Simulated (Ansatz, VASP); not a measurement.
Given: the input of a run of Ansatz 0.2.0 on CdSe.

input.yaml

```yaml
crystal:
  lattice:
    - [0.0, 3.0287759606, 3.0287759606]
    - [3.0287759606, 0.0, 3.0287759606]
    - [3.0287759606, 3.0287759606, 0.0]
  atoms:
    - { symbol: Cd, position: [0.0, 0.0, 0.0] }
    - { symbol: Se, position: [0.25, 0.25, 0.25] }
hamiltonian:
  xc: pbe
  pseudopotentials: { kind: paw }
  dispersion: d3bj
kpoints:
  mp_grid: { grid: [8, 8, 8] }
scf:
  occupations: { method: fermi_dirac, width: 0.05 }
output:
  forces: true
  stress: true
  eigenvalues: true
```

Potentials or basis: Ansatz PAW.

Command:

```bash
$ ansatz run input.yaml --threads 2 --pin off --max-ram 5120MiB --backend cpu --events-out ev --progress --plain --runs-dir out
```

Task: Set up the same calculation for VASP 6.6.1. Potentials there: VASP PAW PBE potentials, release 64 (Cd, Se).

Result: As run (the cutoff follows the program's own potentials):

The input INCAR:

```
SYSTEM = CdSe
PREC = Accurate
ENCUT = 520
EDIFF = 1E-7
ISMEAR = -1
SIGMA = 0.05
LREAL = .FALSE.
LASPH = .TRUE.
NELM = 80
ALGO = Normal
ISIF = 2
LWAVE = .FALSE.
LCHARG = .FALSE.
GGA = PE
IVDW = 12
NBANDS = 16
```

KPOINTS

```
regular mesh
0
G
  8 8 8
  0 0 0
```

The input POSCAR:

```
CdSe
1.0
    0.0000000000      3.0287759606      3.0287759606
    3.0287759606      0.0000000000      3.0287759606
    3.0287759606      3.0287759606      0.0000000000
Cd Se
1 1
Direct
    0.0000000000      0.0000000000      0.0000000000
    0.2500000000      0.2500000000      0.2500000000
```

Potentials or basis: VASP PAW PBE potentials, release 64 (Cd, Se).

The run is started by

```bash
$ cat potpaw_PBE.64/Cd/POTCAR potpaw_PBE.64/Se/POTCAR > POTCAR
$ mpirun -np 1 vasp_std > vasp.out
```

Both were run:

|  | VASP | Ansatz | Ansatz less VASP |
| --- | --- | --- | --- |
| gap on the k mesh at the Fermi level (eV) | 0.63 | 0.63 | -0.001 |
| least direct gap on the mesh (eV) | 0.63 | 0.63 | -0.001 |
| pressure (GPa) | 1.8 | 1.4 | -0.34 |

VASP's potentials hold 18 valence electrons a cell and Ansatz's 36, so a difference there can come from the potentials and not from the codes.
